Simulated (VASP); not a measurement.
# SiNi (Pmmn) in VASP: notebook

SiNi is run at these levels: LDA; tasks: electric field gradients.

All numbers are computed with VASP 6.6.1; they aren't measurements. Logs are shortened: lines on timing, memory, paths and dates and some standing lists are left out, and cuts for length are marked.

### 1 The cell of the first run

The structure is orthorhombic, space group Pmmn (No. 59). The conventional cell has a = 3.006 Å, b = 3.252 Å, c = 4.666 Å, α = 90.00°, β = 90.00°, γ = 90.00°. Within 3.1 Å of Si (site symmetry mm2) lie 6 Ni at 2.32 to 2.38 Å and 6 Si at 2.66 to 3.01 Å. Ni (site symmetry mm2) has 6 Si at 2.32 to 2.38 Å and 6 Ni at 2.65 to 3.01 Å within 3.1 Å.

### 2 Electric field gradients, LDA, collinear spin, ferromagnetic start (11.40 Å³/atom)

Input file INCAR:

```
PREC = Accurate
ENCUT = 520
EDIFF = 1E-8
ISMEAR = -1
SIGMA = 0.05
LREAL = False
LASPH = True
NELM = 200
ALGO = Normal
ISIF = 2
LWAVE = False
LCHARG = False
ISPIN = 2
MAGMOM = 0 0 1.5 1.5
LORBIT = 11
LMAXMIX = 4
LEFG = True
NBANDS = 26
GGA_COMPAT = False
```

Input file KPOINTS:

```
regular mesh
0
Gamma
  11 10 7
```

Input file POSCAR:

```
SiNi
1.0
    3.0063065020      0.0000000000      0.0000000000
    0.0000000000      3.2515295394      0.0000000000
    0.0000000000      0.0000000000      4.6662304594
Si Ni
2 2
Direct
    0.5000000000      0.5000000000      0.8423000000
    0.0000000000      0.0000000000      0.1577000000
    0.5000000000      0.5000000000      0.3442200000
    0.0000000000      0.0000000000      0.6557800000
```

Potentials or basis: VASP PAW LDA potentials, release 64 (Si, Ni).

Launch:

```sh
cat potpaw_LDA.64/Si/POTCAR potpaw_LDA.64/Ni/POTCAR > POTCAR
mpirun -np 1 vasp_std > vasp.out
```

OUTCAR:

```text
PREC = Accurate
   ENCUT = 520
   EDIFF = 1E-8
   ISMEAR = -1
   LREAL = False
   LASPH = True
   NELM = 200
   ISIF = 2
   ISPIN = 2
   LORBIT = 11

 ion  position               nearest neighbor table
   1  0.500  0.500  0.842-   3 2.32   3 2.34   4 2.38   4 2.38   4 2.38   4 2.38   2 2.66   2 2.66
                             2 2.66   2 2.66
   2  0.000  0.000  0.158-   4 2.32   4 2.34   3 2.38   3 2.38   3 2.38   3 2.38   1 2.66   1 2.66
                             1 2.66   1 2.66
   3  0.500  0.500  0.344-   1 2.32   1 2.34   2 2.38   2 2.38   2 2.38   2 2.38   4 2.65   4 2.65
                             4 2.65   4 2.65
   4  0.000  0.000  0.656-   2 2.32   2 2.34   1 2.38   1 2.38   1 2.38   1 2.38   3 2.65   3 2.65
                             3 2.65   3 2.65

  LATTYP: Found a simple orthorhombic cell.
 ALAT       =     3.0063065020
 B/A-ratio  =     1.0815695396
 C/A-ratio  =     1.5521472798

  Lattice vectors:

 A1 = (   3.0063065020,   0.0000000000,   0.0000000000)
 A2 = (   0.0000000000,   3.2515295394,   0.0000000000)
 A3 = (   0.0000000000,   0.0000000000,   4.6662304594)

Analysis of symmetry for initial positions (statically):
=====================================================================
 Subroutine PRICEL returns:
 Original cell was already a primitive cell.

 Routine SETGRP: Setting up the symmetry group for a
 simple orthorhombic supercell.

 Subroutine GETGRP returns: Found  8 space group operations
 (whereof  4 operations were pure point group operations)
 out of a pool of  8 trial point group operations.

The static configuration has the point symmetry C_2v.
 The point group associated with its full space group is D_2h.

Analysis of symmetry for dynamics (positions and initial velocities):
=====================================================================
 Subroutine PRICEL returns:
 Original cell was already a primitive cell.

 Routine SETGRP: Setting up the symmetry group for a
 simple orthorhombic supercell.

 Subroutine GETGRP returns: Found  8 space group operations
 (whereof  4 operations were pure point group operations)
 out of a pool of  8 trial point group operations.

The dynamic configuration has the point symmetry C_2v.
 The point group associated with its full space group is D_2h.

Analysis of structural, dynamic, and magnetic symmetry:
=====================================================================
 Subroutine PRICEL returns:
 Original cell was already a primitive cell.

 Routine SETGRP: Setting up the symmetry group for a
 simple orthorhombic supercell.

 Subroutine GETGRP returns: Found  8 space group operations
 (whereof  4 operations were pure point group operations)
 out of a pool of  8 trial point group operations.

The overall configuration has the point symmetry C_2v.
 The point group associated with its full space group is D_2h.

 Subroutine INISYM returns: Found  8 space group operations
 (whereof  4 operations are pure point group operations),
 and found     1 'primitive' translations

----------------------------------------------------------------------------------------

                                     Primitive cell

  volume of cell :      45.6128

  direct lattice vectors                    reciprocal lattice vectors
     3.006306502  0.000000000  0.000000000     0.332634081  0.000000000  0.000000000
     0.000000000  3.251529539  0.000000000     0.000000000  0.307547567  0.000000000
     0.000000000  0.000000000  4.666230459     0.000000000  0.000000000  0.214305746

  length of vectors
     3.006306502  3.251529539  4.666230459     0.332634081  0.307547567  0.214305746

  position of ions in fractional coordinates (direct lattice)
     0.500000000  0.500000000  0.842300000
     0.000000000  0.000000000  0.157700000
     0.500000000  0.500000000  0.344220000
     0.000000000  0.000000000  0.655780000

  ion indices of the primitive-cell ions
   primitive index   ion index
                 1           1
                 2           2
                 3           3
                 4           4

[... 86 lines left out ...]
   ISMEAR =    -1;   SIGMA  =   0.05  broadening in eV -4-tet -1-fermi 0-gaus
   EFERMI_NEDOS =   21; number of points for ismear=-14 and -15
   IALGO  =     38    algorithm
   IMIX   =      4    mixing-type and parameters
     AMIX     =   0.40;   BMIX     =  1.00
     AMIX_MAG =   1.60;   BMIX_MAG =  1.00
  volume/ion in A,a.u.               =      11.40        76.95
  Fermi-wavevector in a.u.,A,eV,Ry     =   1.391335  2.629242 26.338346  1.935814
  Thomas-Fermi vector in A             =   2.515184
   LORBIT       =     11    0 simple, 1 ext, 2 COOP (PROOUT), +10 PAW based schemes
   GGA     = CA    functional components
   LHFCALC =     F    Hartree Fock is set to
   AEXX    =    0.0000 exact exchange contribution
   IVDW    =     0    specifies the selected vdW correction
   LEPSILON=     F    determine dielectric tensor
   LRPA    =     F    only Hartree local field effects (RPA)
 spin polarized calculation
  energy-cutoff  :      520.00
  volume of cell :       45.61
 maximum number of plane-waves:      1244
 NGX is ok and might be reduce to    24
   NGX = 11   NGY = 13   NGZ = 17

 number of electron      28.0000002 magnetization       0.0000171

 number of electron      28.0000002 magnetization      -0.0000030

 Free energy of the ion-electron system (eV)
  ---------------------------------------------------
  ext. energy  EPLUGINS =         0.00000000
  ---------------------------------------------------
  free energy    TOTEN  =       -27.28438515 eV

  energy without entropy =      -27.27326157  energy(sigma->0) =      -27.27882336

 E-fermi :  11.3986     XC(G=0): -12.7564

 val. band max:       11.3938538027   @ k =   0.3636   0.3000   0.4286
 cond. band min:      11.4126994778   @ k =   0.0909   0.2000   0.4286
 fundamental gap:      0.0188456751
 Fermi energy:        11.3986099058

 spin component 1

 k-point     1 :       0.0000    0.0000    0.0000
  band No.  band energies     occupation
      1      -2.5139      1.00000
      2       3.2710      1.00000
      3       4.9061      1.00000
      4       7.1846      1.00000
      5       7.7892      1.00000
      6       8.3437      1.00000
[... 685 lines left out ...]
     25      27.4104      0.00000
     26      28.0236      0.00000

 [... further k-points ...]

 spin component 2

 k-point     1 :       0.0000    0.0000    0.0000
  band No.  band energies     occupation
      1      -2.5139      1.00000
      2       3.2710      1.00000
      3       4.9061      1.00000
      4       7.1846      1.00000
      5       7.7892      1.00000
      6       8.3437      1.00000
[... 685 lines left out ...]
     25      27.4104      0.00000
     26      28.0236      0.00000

 [... further k-points ...]
[... 5 lines left out ...]
  --------------------------------------------------------------------------------------
  -------------------------------------------------------------------------------------
  Total       -1.6442541     -1.7526727     -1.7377271      0.0000000      0.0000000      0.0000000
  in kB      -57.7553695    -61.5636373    -61.0386642      0.0000000      0.0000000      0.0000000
  external PRESSURE =     -60.1192237 kB  Pullay stress =       0.0000000 kB

 VOLUME and BASIS-vectors are now :
 -----------------------------------------------------------------------------
  energy-cutoff  :      520.00
  volume of cell :       45.61
      direct lattice vectors                 reciprocal lattice vectors
     3.006306502  0.000000000  0.000000000     0.332634081  0.000000000  0.000000000
     0.000000000  3.251529539  0.000000000     0.000000000  0.307547567  0.000000000
     0.000000000  0.000000000  4.666230459     0.000000000  0.000000000  0.214305746

 POSITION                                       TOTAL-FORCE (eV/Angst)
 -----------------------------------------------------------------------------------
      1.50315      1.62576      3.93037         0.000000      0.000000     -0.127718
      0.00000      0.00000      0.73586         0.000000      0.000000      0.127718
      1.50315      1.62576      1.60621         0.000000      0.000000     -0.118948
      0.00000      0.00000      3.06002         0.000000      0.000000      0.118948
 -----------------------------------------------------------------------------------
    total drift:                                0.000000      0.000000     -0.000000

  FREE ENERGIE OF THE ION-ELECTRON SYSTEM (eV)
  ---------------------------------------------------
  free  energy   TOTEN  =       -27.2843851475 eV

  energy  without entropy=      -27.2732615726  energy(sigma->0) =      -27.27882336

 Electric field gradients (V/A^2)
---------------------------------------------------------------------
 ion       V_xx      V_yy      V_zz      V_xy      V_xz      V_yz
---------------------------------------------------------------------
   1      25.906     9.441   -35.347     0.000     0.000     0.000
   2      25.906     9.441   -35.347    -0.000     0.000    -0.000
   3       8.708     9.504   -18.212    -0.000    -0.000    -0.000
   4       8.708     9.504   -18.212    -0.000     0.000    -0.000
---------------------------------------------------------------------

 Electric field gradients after diagonalization (V/A^2)
 (convention: |V_zz| > |V_xx| > |V_yy|)
----------------------------------------------------------------------
 ion       V_xx      V_yy      V_zz     asymmetry (V_yy - V_xx)/ V_zz
----------------------------------------------------------------------
   1      25.906     9.441   -35.347       0.466
   2      25.906     9.441   -35.347       0.466
   3       9.504     8.708   -18.212       0.044
   4       9.504     8.708   -18.212       0.044
----------------------------------------------------------------------

           NMR quadrupolar parameters

 Cq : quadrupolar parameter    Cq=e*Q*V_zz/h
 eta: asymmetry parameters     (V_yy - V_xx)/ V_zz
 Q  : nuclear electric quadrupole moment in mb (millibarn)
----------------------------------------------------------------------
 ion       Cq(MHz)       eta       Q (mb)
----------------------------------------------------------------------
   1      -0.085       0.466       1.000
   2      -0.085       0.466       1.000
   3      -0.044       0.044       1.000
   4      -0.044       0.044       1.000
----------------------------------------------------------------------

 total charge

# of ion       s       p       d       tot
------------------------------------------
    1        0.756   0.869   0.000   1.625
    2        0.756   0.869   0.000   1.625
    3        0.487   0.620   8.491   9.598
    4        0.487   0.620   8.491   9.598
--------------------------------------------------
tot          2.486   2.978  16.982  22.446

 magnetization (x)

# of ion       s       p       d       tot
------------------------------------------
    1       -0.000  -0.000   0.000  -0.000
    2       -0.000  -0.000   0.000  -0.000
    3        0.000   0.000  -0.000  -0.000
    4        0.000   0.000  -0.000  -0.000
--------------------------------------------------
tot         -0.000  -0.000  -0.000  -0.000
```

It took 4.1 min on 1 thread of Oxide Virtual Turin-like, shared host; peak memory 0.29 GiB.

What came out:

* Free energy: -27.2844 eV
* Pressure: -6.0 GPa
* Largest force: 0.128 eV/Å
* Band gap on the k mesh: zero (filled and empty bands overlap)
* Net moment: 0.00 μB per cell
* Largest electric field gradient by atom: Si -35.3; Ni -18.2 V/Å²
* Valence electrons inside the program's atomic spheres: Si 1.62; Ni 9.60

Forces on the atoms (eV/Å):
```
Si   0.000  0.000 -0.128
Si   0.000  0.000  0.128
Ni   0.000  0.000 -0.119
Ni   0.000  0.000  0.119
```

Stress tensor (GPa, compression positive):
```
-5.78  0.00  0.00
 0.00 -6.16  0.00
 0.00  0.00 -6.10
```

Electric field gradients, principal values (V/Å²):
```
atom  least  middle  greatest (by size)
1 Si  9.441  25.906             -35.347
2 Si  9.441  25.906             -35.347
3 Ni  8.708   9.504             -18.212
4 Ni  8.708   9.504             -18.212
```

Caveat: the cell stands under tension; the moments typed at the start vanished in this run; without QUAD_EFG the Cq values of the log hold for a quadrupole moment of 1 mb, not for the nuclei.

(Part 1 of 2 ends here.)
